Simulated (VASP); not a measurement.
# SnO: single point with PBEsol+D4

SnO:

```xyz
4
Lattice="3.8639 0.0000 0.0000 0.0000 3.8639 0.0000 0.0000 0.0000 4.9512" Properties=species:S:1:pos:R:3 pbc="T T T"
Sn    1.9319    0.0000    3.7858
Sn    0.0000    1.9319    1.1654
O     0.0000    0.0000    0.0000
O     1.9319    1.9319    0.0000
```

| Item | Value |
| --- | --- |
| Program | VASP 6.6.1 |
| Task | single point |
| Functional | PBEsol |
| Dispersion | D4 |
| Potentials or basis | VASP PAW PBE potentials, release 64 (Sn_d, O) |
| Cutoff | 520 eV |
| k mesh | 7 × 7 × 6 |
| Occupations | fermi-dirac, width 0.05 eV |
| Spin | no spin polarisation |

```json
{"Pressure": "-4.9 GPa", "Largest force": "0.354 eV/Å", "Band gap on the k mesh": "0.50 eV, indirect (least direct gap 1.94 eV)", "Dispersion energy per atom": "-0.149 eV"}
```

Forces in eV/Å, atoms in the order of the input:
```
Sn   0.000  0.000  0.354
Sn   0.000  0.000 -0.354
O    0.000  0.000  0.000
O    0.000  0.000  0.000
```

Stress tensor (GPa, compression positive):
```
-5.13  0.00  0.00
 0.00 -5.13  0.00
 0.00  0.00 -4.45
```

Levels at points of the mesh, in eV from the valence-band top:
```
           k point  band 17  band 18  band 19  band 20  band 21  band 22  band 23  band 24
(0.00, 0.00, 0.00)    -3.16    -2.87    -2.87     0.00     1.94     4.23     4.74     4.74
(0.00, 0.00, 0.50)    -3.22    -2.89    -2.89    -1.95     1.64     3.08     3.08     3.66
```

It took 78 s on 1 thread of Intel(R) Xeon(R) Platinum 8375C CPU @ 2.90GHz (Ice Lake), with other jobs on the host, peak memory 0.22 GiB.

Caveat: the PAW data sets were made with another functional, which shifts forces and pressure a little; spin-orbit coupling is left out, which moves the levels of the heavy elements. A k mesh can miss the band edges.
